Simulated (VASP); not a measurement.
# Cs (I4_1/amd) in VASP: further runs, part 2 of 2

VASP 6.6.1. The steps go on from the part before.

**3. Single point, LDA**

Contents of INCAR:

```
SYSTEM = Cs
PREC     = Accurate       ! precision mode
ENCUT    = 520            ! plane-wave cutoff, eV
EDIFF    = 1E-6           ! SCF threshold, eV
ISMEAR   = 0              ! smearing method
SIGMA    = 0.1            ! smearing width, eV
LREAL    = .FALSE.        ! projectors in reciprocal space
LASPH    = .TRUE.         ! aspherical terms in the spheres
NELM     = 80             ! most SCF steps
ALGO     = Fast           ! electronic algorithm
ISIF     = 2              ! what is computed and relaxed
LWAVE    = .FALSE.        ! write WAVECAR
LCHARG   = .TRUE.         ! write CHGCAR
GGA      = CA             ! functional
LELF     = .TRUE.         ! ELF
LVHAR    = .TRUE.       
NBANDS   = 16             ! bands
```

Contents of KPOINTS:

```
Automatic mesh
0
G
  4 4 4
  0 0 0
```

Contents of POSCAR:

```
Cs
1.0
   -2.5538463026      2.5538463026      9.5960667852
    2.5538463026     -2.5538463026      9.5960667852
    2.5538463026      2.5538463026     -9.5960667852
Cs
2
Direct
    0.2500000000      0.7500000000      0.5000000000
    0.5000000000      0.5000000000      0.0000000000
```

Potentials or basis: VASP PAW LDA potentials, release 64 (Cs_sv).

Run with:

```console
cat potpaw_LDA.64/Cs_sv/POTCAR > POTCAR
mpirun -np 1 vasp_std > vasp.out
```

OUTCAR:

```text
SYSTEM = Cs
   PREC = Accurate
   ENCUT = 520
   EDIFF = 1E-6
   ISMEAR = 0
   LREAL = .FALSE.
   LASPH = .TRUE.
   NELM = 80
   ISIF = 2
   GGA = CA

 ion  position               nearest neighbor table
   1  0.250  0.750  0.500-
   2  0.500  0.500  0.000-

  LATTYP: Found a body centered tetragonal cell.
 ALAT       =     5.1076926052
 C/A-ratio  =     3.7574958115

  Lattice vectors:

 A1 = (  -2.5538463026,   2.5538463026,   9.5960667852)
 A2 = (   2.5538463026,  -2.5538463026,   9.5960667852)
 A3 = (   2.5538463026,   2.5538463026,  -9.5960667852)

Analysis of symmetry for initial positions (statically):
=====================================================================
 Subroutine PRICEL returns:
 Original cell was already a primitive cell.

 Routine SETGRP: Setting up the symmetry group for a
 body centered tetragonal supercell.

 Subroutine GETGRP returns: Found 16 space group operations
 (whereof  8 operations were pure point group operations)
 out of a pool of 16 trial point group operations.

The static configuration has the point symmetry D_2d.
[... 150 lines left out ...]

  energy without entropy =       -1.81724183  energy(sigma->0) =       -1.82219330

 E-fermi :   0.2452     XC(G=0):  -5.3129

 val. band max:       -0.0350676287   @ k =  -0.2500   0.2500   0.2500
 cond. band min:       0.2605467212   @ k =   0.2500  -0.0000   0.0000
 fundamental gap:      0.2956143499
 Fermi energy:         0.2452058878

 k-point     1 :       0.0000    0.0000    0.0000
  band No.  band energies     occupation
      1     -23.8326      2.00000
      2     -23.8283      2.00000
      3     -10.6907      2.00000
      4     -10.5744      2.00000
      5     -10.5676      2.00000
      6     -10.5676      2.00000
[... 224 lines left out ...]
      3     -10.6334      2.00000
      4     -10.6334      2.00000
      5     -10.5736      2.00000
      6     -10.5736      2.00000
[... 8 lines left out ...]
     15       2.8294      0.00000
     16       2.8294      0.00000

------------------------ aborting loop because EDIFF is reached ----------------------------------------

  FORCE on cell =-STRESS in cart. coord.  units (eV):
  Direction    XX          YY          ZZ          XY          YZ          ZX
  --------------------------------------------------------------------------------------
  -------------------------------------------------------------------------------------
  Total       -0.5184756     -0.5184756     -0.5101971      0.0000000      0.0000000      0.0000000
  in kB       -3.3181508     -3.3181508     -3.2651698      0.0000000      0.0000000      0.0000000
  external PRESSURE =      -3.3004905 kB  Pullay stress =       0.0000000 kB

 VOLUME and BASIS-vectors are now :
 -----------------------------------------------------------------------------
  energy-cutoff  :      520.00
  volume of cell :      250.35
      direct lattice vectors                 reciprocal lattice vectors
    -2.553846303  2.553846303  9.596066785     0.000000000  0.195783121  0.052104681
     2.553846303 -2.553846303  9.596066785     0.195783121  0.000000000  0.052104681
     2.553846303  2.553846303 -9.596066785     0.195783121  0.195783121  0.000000000

 POSITION                                       TOTAL-FORCE (eV/Angst)
 -----------------------------------------------------------------------------------
      2.55385      0.00000      4.79803        -0.000000      0.000000     -0.000000
      0.00000      0.00000      9.59607         0.000000     -0.000000      0.000000
 -----------------------------------------------------------------------------------
    total drift:                                0.000000     -0.000000      0.000000

  FREE ENERGIE OF THE ION-ELECTRON SYSTEM (eV)
  ---------------------------------------------------
  free  energy   TOTEN  =        -1.8271447696 eV

  energy  without entropy=       -1.8172418298  energy(sigma->0) =       -1.82219330
```

stdout:

```text
POSCAR found type information on POSCAR Cs
 POSCAR found :  1 types and       2 ions
 scaLAPACK will be used
 LDA part: xc-table for (Slater(with rela. corr.)+CA(PZ))
 , standard interpolation
 POSCAR, INCAR and KPOINTS ok, starting setup
 FFT: planning ... GRIDC
 FFT: planning ... GRID_SOFT
 FFT: planning ... GRID
 WAVECAR not read
 entering main loop
```

It used 780 s of CPU time on 1 thread of AMD EPYC 7R13 Processor (Zen 3), on a shared host.

Results:

| Item | Value |
| --- | --- |
| Free energy | -1.8271 eV |
| Pressure | -0.3 GPa |
| Band gap on the k mesh | zero (band 9 reaches 0.71 eV, above the bottom of band 10 at -0.97 eV) |

Caveat: the k points lie up to 0.43 Å⁻¹ apart; spin-orbit coupling is left out, which moves the levels of the heavy elements.
